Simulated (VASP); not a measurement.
# Co (Pm-3m) in VASP: notebook

Runs on Co. Level: BLYP. Tasks: single point.

All numbers are computed with VASP 6.6.1; they aren't measurements. Logs are shortened: lines on timing, memory, paths and dates and some standing lists are left out, and cuts for length are marked.

**1. The cell of the first run**

Symmetry: Pm-3m, No. 221, cubic system. The conventional cell has a = 2.381 Å, b = 2.381 Å, c = 2.381 Å, α = 90.00°, β = 90.00°, γ = 90.00°. Co (site symmetry m-3m) has 6 Co at 2.38 Å within 3.1 Å.

**2. Single point, BLYP (volume scaled by 1.08)**

INCAR

```
AGGAC    = 1.0          
AGGAX    = 1.0          
ALDAC    = 0.0          
ALDAX    = 1.0          
ALGO     = Normal         # electronic algorithm
EDIFF    = 1E-7           # SCF threshold, eV
ENCUT    = 520            # plane-wave cutoff, eV
GGA      = B5             # functional
ISIF     = 2              # what is computed and relaxed
ISMEAR   = -1             # smearing method
LASPH    = T              # aspherical terms in the spheres
LCHARG   = F              # write CHGCAR
LREAL    = F              # projectors in reciprocal space
LWAVE    = F              # write WAVECAR
NBANDS   = 10             # bands
NELM     = 100            # most SCF steps
PREC     = Accurate       # precision mode
SIGMA    = 0.1            # smearing width, eV
```

KPOINTS

```
k-points
0
Gamma
  15 15 15
```

POSCAR

```
Co
1.0
    2.3807967149      0.0000000000      0.0000000000
    0.0000000000      2.3807967149      0.0000000000
    0.0000000000      0.0000000000      2.3807967149
Co
1
Direct
    0.0000000000      0.0000000000      0.0000000000
```

Potentials or basis: VASP PAW PBE potentials, release 64 (Co).

Launch:

```
> cat potpaw_PBE.64/Co/POTCAR > POTCAR
> mpirun -np 1 vasp_std > vasp.out
```

OUTCAR:

```text
EDIFF = 1E-7
   ENCUT = 520
   GGA = B5
   ISIF = 2
   ISMEAR = -1
   LASPH = T
   LREAL = F
   NELM = 100
   PREC = Accurate

 ion  position               nearest neighbor table
   1  0.000  0.000  0.000-

  LATTYP: Found a simple cubic cell.
 ALAT       =     2.3807967149

  Lattice vectors:

 A1 = (   2.3807967149,   0.0000000000,   0.0000000000)
 A2 = (   0.0000000000,   2.3807967149,   0.0000000000)
 A3 = (   0.0000000000,   0.0000000000,   2.3807967149)

Analysis of symmetry for initial positions (statically):
=====================================================================
 Subroutine PRICEL returns:
 Original cell was already a primitive cell.

 Routine SETGRP: Setting up the symmetry group for a
 simple cubic supercell.

 Subroutine GETGRP returns: Found 48 space group operations
 (whereof 48 operations were pure point group operations)
 out of a pool of 48 trial point group operations.

The static configuration has the point symmetry O_h .

Analysis of symmetry for dynamics (positions and initial velocities):
=====================================================================
 Subroutine PRICEL returns:
 Original cell was already a primitive cell.

 Routine SETGRP: Setting up the symmetry group for a
 simple cubic supercell.

 Subroutine GETGRP returns: Found 48 space group operations
 (whereof 48 operations were pure point group operations)
 out of a pool of 48 trial point group operations.

The dynamic configuration has the point symmetry O_h .

 Subroutine INISYM returns: Found 48 space group operations
 (whereof 48 operations are pure point group operations),
 and found     1 'primitive' translations

----------------------------------------------------------------------------------------

                                     Primitive cell

  volume of cell :      13.4948

  direct lattice vectors                    reciprocal lattice vectors
     2.380796715  0.000000000  0.000000000     0.420027461  0.000000000  0.000000000
     0.000000000  2.380796715  0.000000000     0.000000000  0.420027461  0.000000000
     0.000000000  0.000000000  2.380796715     0.000000000  0.000000000  0.420027461

  length of vectors
     2.380796715  2.380796715  2.380796715     0.420027461  0.420027461  0.420027461

  position of ions in fractional coordinates (direct lattice)
     0.000000000  0.000000000  0.000000000

  ion indices of the primitive-cell ions
   primitive index   ion index
                 1           1

----------------------------------------------------------------------------------------

 KPOINTS: k-points

Automatic generation of k-mesh.
 Grid dimensions read from file:
 generate k-points for:   15   15   15

 Generating k-lattice:

  Cartesian coordinates                     Fractional coordinates (reciprocal lattice)
     0.028001831  0.000000000  0.000000000     0.066666667  0.000000000  0.000000000
     0.000000000  0.028001831  0.000000000     0.000000000  0.066666667  0.000000000
     0.000000000  0.000000000  0.028001831     0.000000000  0.000000000  0.066666667

  Length of vectors
     0.028001831  0.028001831  0.028001831

  Shift w.r.t. Gamma in fractional coordinates (k-lattice)
     0.000000000  0.000000000  0.000000000

 Subroutine IBZKPT returns following result:
 ===========================================

 Found    120 irreducible k-points:

 Following reciprocal coordinates:
            Coordinates               Weight
  0.000000  0.000000  0.000000      1.000000
  0.066667  0.000000  0.000000      6.000000
  0.133333  0.000000  0.000000      6.000000
  0.200000  0.000000  0.000000      6.000000
  0.266667  0.000000  0.000000      6.000000
  0.333333  0.000000  0.000000      6.000000
[... 16 lines left out ...]
  0.266667  0.200000  0.000000     24.000000
  0.333333  0.200000  0.000000     24.000000
 [... further k-points ...]
   k-points           NKPTS =    120   k-points in BZ     NKDIM =    120   number of bands    NBANDS=     10
   number of dos      NEDOS =    301   number of ions     NIONS =      1
   total plane-waves  NPLWV =   5832
   dimension x,y,z NGX =    18 NGY =   18 NGZ =   18
   dimension x,y,z NGXF=    36 NGYF=   36 NGZF=   36
   ions per type =               1
   NGX,Y,Z   is equivalent  to a cutoff of  12.57, 12.57, 12.57 a.u.
   NGXF,Y,Z  is equivalent  to a cutoff of  25.14, 25.14, 25.14 a.u.
 SYSTEM =  unknown system
   PREC   = accura    normal or accurate (medium, high low for compatibility)
   ISTART =      0    job   : 0-new  1-cont  2-samecut
   ICHARG =      2    charge: 1-file 2-atom 10-const
   ISPIN  =      1    spin polarized calculation?
   LNONCOLLINEAR =      F non collinear calculations
   LSORBIT =      F    spin-orbit coupling
   LASPH  =      T    aspherical Exc in radial PAW
   ENCUT  =  520.0 eV  38.22 Ry    6.18 a.u.   4.43  4.43  4.43*2*pi/ulx,y,z
   NELM   =    100;   NELMIN=  2; NELMDL= -5     # of ELM steps
   EDIFF  = 0.1E-06   stopping-criterion for ELM
   LREAL  =      F    real-space projection
   EDIFFG = 0.1E-05   stopping-criterion for IOM
   NSW    =      0    number of steps for IOM
   IBRION =     -1    ionic relax: 0-MD 1-quasi-New 2-CG
   NFREE  =      0    steps in history (QN), initial steepest desc. (CG)
   ISIF   =      2    stress and relaxation
   ISYM   =      2    0-nonsym 1-usesym 2-fastsym
   POTIM  = 0.5000    time-step for ionic-motion
   TEBEG  =    0.0;   TEEND  =   0.0 temperature during run
   PSTRESS=    0.0 pullay stress
   NELECT =       9.0000    total number of electrons
   NUPDOWN=      -1.0000    fix difference up-down
   EMIN   =  10.00;   EMAX   =-10.00  energy-range for DOS
   EFERMI =   0.00;   METHOD = LEGACY
   ISMEAR =    -1;   SIGMA  =   0.10  broadening in eV -4-tet -1-fermi 0-gaus
   EFERMI_NEDOS =   21; number of points for ismear=-14 and -15
   IALGO  =     38    algorithm
   IMIX   =      4    mixing-type and parameters
     AMIX     =   0.40;   BMIX     =  1.00
     AMIX_MAG =   1.60;   BMIX_MAG =  1.00
  volume/ion in A,a.u.               =      13.49        91.07
  Fermi-wavevector in a.u.,A,eV,Ry     =   1.430320  2.702914 27.835025  2.045817
  Thomas-Fermi vector in A             =   2.550178
   LORBIT       =      0    0 simple, 1 ext, 2 COOP (PROOUT), +10 PAW based schemes
   GGA     = B5    functional components
   LHFCALC =     F    Hartree Fock is set to
   AEXX    =    0.0000 exact exchange contribution
   IVDW    =     0    specifies the selected vdW correction
   LEPSILON=     F    determine dielectric tensor
   LRPA    =     F    only Hartree local field effects (RPA)
 non-spin polarized calculation
  energy-cutoff  :      520.00
  volume of cell :       13.49
 maximum number of plane-waves:       374
 NGX is ok and might be reduce to    18
   NGX =  9   NGY =  9   NGZ =  9

 number of electron       8.9999993 magnetization

 Free energy of the ion-electron system (eV)
  ---------------------------------------------------
  ext. energy  EPLUGINS =         0.00000000
  ---------------------------------------------------
  free energy    TOTEN  =        -5.21428779 eV

  energy without entropy =       -5.10375288  energy(sigma->0) =       -5.15902034

 E-fermi :   7.7866     XC(G=0): -11.4681

 val. band max:        7.7842457073   @ k =   0.1333   0.1333   0.0667
 cond. band min:       7.7935890249   @ k =   0.2000   0.1333   0.0000
 fundamental gap:      0.0093433176
 Fermi energy:         7.7866278688

 k-point     1 :       0.0000    0.0000    0.0000
  band No.  band energies     occupation
      1       0.4893      2.00000
      2       4.7699      2.00000
      3       4.7699      2.00000
      4       8.1773      0.03941
      5       8.1773      0.03941
      6       8.1773      0.03941
      7      26.6025      0.00000
      8      26.6025      0.00000
      9      26.6025      0.00000
     10      30.5704      0.00000

 k-point     2 :       0.0667    0.0000    0.0000
  band No.  band energies     occupation
      1       0.6160      2.00000
      2       4.7883      2.00000
      3       4.8304      2.00000
      4       8.1253      0.06540
      5       8.1253      0.06540
      6       8.1815      0.03783
      7      25.0528      0.00000
      8      26.7765      0.00000
      9      26.7765      0.00000
     10      30.5899      0.00000

 k-point     3 :       0.1333    0.0000    0.0000
  band No.  band energies     occupation
      1       0.9883      2.00000
      2       4.8408      2.00000
      3       5.0072      2.00000
      4       7.9809      0.25064
      5       7.9809      0.25064
      6       8.1932      0.03371
      7      22.4562      0.00000
      8      27.2870      0.00000
      9      27.2870      0.00000
     10      30.6486      0.00000

 k-point     4 :       0.2000    0.0000    0.0000
  band No.  band energies     occupation
      1       1.5803      2.00000
      2       4.9190      2.00000
      3       5.2877      2.00000
      4       7.7748      1.05907
      5       7.7748      1.05907
      6       8.2106      0.02841
      7      19.8347      0.00000
      8      28.1034      0.00000
      9      28.1034      0.00000
     10      30.7463      0.00000
[... 222 lines left out ...]
 k-point    22 :       0.2000    0.2000    0.0000
  band No.  band energies     occupation
      1       2.5986      2.00000
      2       5.2230      2.00000
      3       5.6700      2.00000
      4       7.4021      1.95814
      5       7.7808      1.02906
      6       7.8707      0.60262
      7      20.1425      0.00000
      8      21.8374      0.00000
      9      29.5637      0.00000
     10      32.2042      0.00000

 k-point    23 :       0.2667    0.2000    0.0000
  band No.  band energies     occupation
      1       3.2695      2.00000
      2       5.3276      2.00000
      3       5.9843      2.00000
      4       7.3193      1.98149
      5       7.5987      1.73513
      6       7.8644      0.62943
      7      18.1767      0.00000
      8      22.1360      0.00000
      9      30.6202      0.00000
     10      32.4873      0.00000

 k-point    24 :       0.3333    0.2000    0.0000
  band No.  band energies     occupation
      1       3.9603      2.00000
      2       5.4014      2.00000
      3       6.1536      2.00000
      4       7.4014      1.95841
      5       7.6141      1.69749
      6       7.8886      0.53010
      7      15.9504      0.00000
      8      23.0884      0.00000
      9      31.1288      0.00000
     10      31.8983      0.00000

 [... further k-points ...]
[... 5 lines left out ...]
  --------------------------------------------------------------------------------------
  -------------------------------------------------------------------------------------
  Total       -0.8545083     -0.8545083     -0.8545083      0.0000000      0.0000000     -0.0000000
  in kB     -101.4518385   -101.4518385   -101.4518385      0.0000000      0.0000000     -0.0000000
  external PRESSURE =    -101.4518385 kB  Pullay stress =       0.0000000 kB

 VOLUME and BASIS-vectors are now :
 -----------------------------------------------------------------------------
  energy-cutoff  :      520.00
  volume of cell :       13.49
      direct lattice vectors                 reciprocal lattice vectors
     2.380796715  0.000000000  0.000000000     0.420027461  0.000000000  0.000000000
     0.000000000  2.380796715  0.000000000     0.000000000  0.420027461  0.000000000
     0.000000000  0.000000000  2.380796715     0.000000000  0.000000000  0.420027461

 POSITION                                       TOTAL-FORCE (eV/Angst)
 -----------------------------------------------------------------------------------
      0.00000      0.00000      0.00000         0.000000      0.000000      0.000000
 -----------------------------------------------------------------------------------
    total drift:                                0.000000      0.000000      0.000000

  FREE ENERGIE OF THE ION-ELECTRON SYSTEM (eV)
  ---------------------------------------------------
  free  energy   TOTEN  =        -5.2142877861 eV

  energy  without entropy=       -5.1037528845  energy(sigma->0) =       -5.15902034
```

Run time: 15 s. Hardware: 1 thread of Intel Xeon Platinum 8559C (Emerald Rapids), shared host; peak memory 0.12 GiB.

What came out:

```
Free energy : -5.2143 eV
Pressure    : -10.1 GPa
```

Levels at points of the mesh, in eV from the Fermi level:
```tsv
k point	band 1	band 2	band 3	band 4	band 5	band 6	band 7	band 8	band 9	band 10
(0.00, 0.00, 0.00)	-7.30	-3.02	-3.02	0.39	0.39	0.39	18.82	18.82	18.82	22.78
```

Caveat: the PAW data sets were made with another functional, which shifts forces and pressure a little; the run has no spin polarisation, though such a crystal can be magnetic.

**3. Single point, BLYP (volume scaled by 1.12)**

INCAR

```
PREC     = Accurate       # precision mode
ENCUT    = 520            # plane-wave cutoff, eV
EDIFF    = 1E-6           # SCF threshold, eV
ISMEAR   = -1             # smearing method
SIGMA    = 0.1            # smearing width, eV
LREAL    = False          # projectors in reciprocal space
LASPH    = True           # aspherical terms in the spheres
NELM     = 80             # most SCF steps
ALGO     = Normal         # electronic algorithm
ISIF     = 2              # what is computed and relaxed
LWAVE    = False          # write WAVECAR
LCHARG   = False          # write CHGCAR
GGA      = B5             # functional
ALDAX    = 1.0          
AGGAX    = 1.0          
AGGAC    = 1.0          
ALDAC    = 0.0          
NBANDS   = 10             # bands
```

KPOINTS

```
Automatic mesh
0
Gamma
  15 15 15
```

POSCAR

```
Co
1.0
    2.4098336830      0.0000000000      0.0000000000
    0.0000000000      2.4098336830      0.0000000000
    0.0000000000      0.0000000000      2.4098336830
Co
1
Direct
    0.0000000000      0.0000000000      0.0000000000
```

Potentials or basis: VASP PAW PBE potentials, release 64 (Co).

Launch:

```
> cat potpaw_PBE.64/Co/POTCAR > POTCAR
> mpirun -np 1 vasp_std > vasp.out
```

Wall time 13 s (1 thread of Intel Xeon Platinum 8559C (Emerald Rapids), shared host); peak memory 0.12 GiB.

Results (log left out):

| Property | Result |
| --- | --- |
| Free energy | -5.1772 eV |
| Pressure | -13.6 GPa |

Levels at points of the mesh, in eV from the Fermi level:
| k point | band 2 | band 3 | band 4 | band 5 | band 6 | band 7 | band 8 | band 9 |
| --- | --- | --- | --- | --- | --- | --- | --- | --- |
| (0.00, 0.00, 0.00) | -2.87 | -2.87 | 0.37 | 0.37 | 0.37 | 18.39 | 18.39 | 18.39 |

Caveat: the PAW data sets were made with another functional, which shifts forces and pressure a little; the run has no spin polarisation, though such a crystal can be magnetic. Spin polarisation is off, so any magnetic state and its effect on volume and gap are missing.
